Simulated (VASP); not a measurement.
Al16NO22 (a cell with a defect), 39 atoms in the cell. The cell holds a defect, 39 atoms: a = 7.064 Å, b = 7.064 Å, c = 7.064 Å, α = 85.72°, β = 85.72°, γ = 85.72°. 

```yaml
Program: VASP 6.6.1
Task: single point
Functional: PBE
Dispersion: D3(BJ)
Potentials_or_basis: VASP PAW PBE potentials, release 64 (Al, O, N)
Cutoff: 520 eV
k_mesh: 2 × 2 × 2
Occupations: gaussian, width 0.05 eV
Spin: no spin polarisation
Dipole_correction: no
Charge: 1
Further_INCAR_settings: LREAL = Auto; ALGO = Normal; EDIFF = 1e-06; NBANDS = 118; NELECT = 184.0
```

Potentials or basis: VASP PAW PBE potentials, release 64 (Al, O, N).

Run with:

```sh
$ cat potpaw_PBE.64/Al/POTCAR potpaw_PBE.64/O/POTCAR potpaw_PBE.64/N/POTCAR > POTCAR
$ mpirun -np 1 vasp_std > vasp.out
```

Hardware: 1 thread of Intel(R) Xeon(R) Platinum 8259CL CPU @ 2.50GHz (Skylake/Cascade Lake), with other jobs on the host.

Q: How long does it take, and how much memory?

A: It took 7.7 min on 1 thread of Intel(R) Xeon(R) Platinum 8259CL CPU @ 2.50GHz (Skylake/Cascade Lake), on a shared host, peak memory 0.5 GiB. Counts: scf iterations 15, k points 8.
